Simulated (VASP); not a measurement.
Input of a VASP 6.6.1 run:

Contents of INCAR:

```
SYSTEM = In
ALGO = Normal
EDIFF = 1E-6
ENCUT = 520
GGA = PE
ISIF = 2
ISMEAR = 0
LASPH = .True.
LCHARG = .True.
LELF = .True.
LREAL = .False.
LVHAR = .True.
LWAVE = .False.
NBANDS = 12
NELM = 100
PREC = Accurate
SIGMA = 0.05
```

Contents of KPOINTS:

```
k-points
0
Gamma
  8 8 8
  0 0 0
```

POSCAR

```
In
1.0
   -1.8800789214      1.8800789214      1.8800789214
    1.8800789214     -1.8800789214      1.8800789214
    1.8800789214      1.8800789214     -1.8800789214
In
1
Direct
    0.0000000000      0.0000000000      0.0000000000
```

Potentials or basis: VASP PAW PBE potentials, release 64 (In_d).

Launch:

```console
$ cat potpaw_PBE.64/In_d/POTCAR > POTCAR
$ mpirun -np 1 vasp_std > vasp.out
```

**Question.** What does it give for the band gap on the k mesh?

**Answer.** Zero (an odd number of electrons rules out a gap without spin polarisation).

**Question.** Estimate the pressure.

**Answer.** 1.7 GPa.

Caveat: spin-orbit coupling is left out, which moves the levels of the heavy elements.
